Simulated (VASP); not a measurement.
ZnB4, 5 atoms in the cell. It takes space group P4/mmm (No. 123, tetragonal). Conventional cell: a = 4.782 Å, b = 4.782 Å, c = 2.157 Å, α = 90.00°, β = 90.00°, γ = 90.00°. Zn (site symmetry 4/mmm) has 2 Zn at 2.16 Å and 4 B at 2.17 Å within 2.9 Å. B (site symmetry m2m) has 4 B at 1.72 to 2.16 Å and 1 Zn at 2.17 Å within 2.3 Å. The cell was built from a structure type or drawn by symmetry, and may not be a known phase.

```yaml
Program: VASP 6.6.1
Task: single point
Functional: PBE
Potentials_or_basis: VASP PAW PBE potentials, release 64 (Zn, B)
Cutoff: 520 eV
k_mesh: 8 × 8 × 18
Occupations: gaussian, width 0.1 eV
Spin: no spin polarisation
Dipole_correction: no
Further_INCAR_settings: ALGO = Normal; EDIFF = 1e-06; NBANDS = 20
```

Potentials or basis: VASP PAW PBE potentials, release 64 (Zn, B).

The run is started by

```bash
$ cat potpaw_PBE.64/Zn/POTCAR potpaw_PBE.64/B/POTCAR > POTCAR
$ mpirun -np 1 vasp_std > vasp.out
```

Hardware: 1 thread of AMD EPYC 9R45 (Zen 5) (shared host).

Estimate the wall time of this run.

It took 45 s on 1 thread of AMD EPYC 9R45 (Zen 5) (shared host), peak memory 0.22 GiB. Counts: scf iterations 13, k points 150.
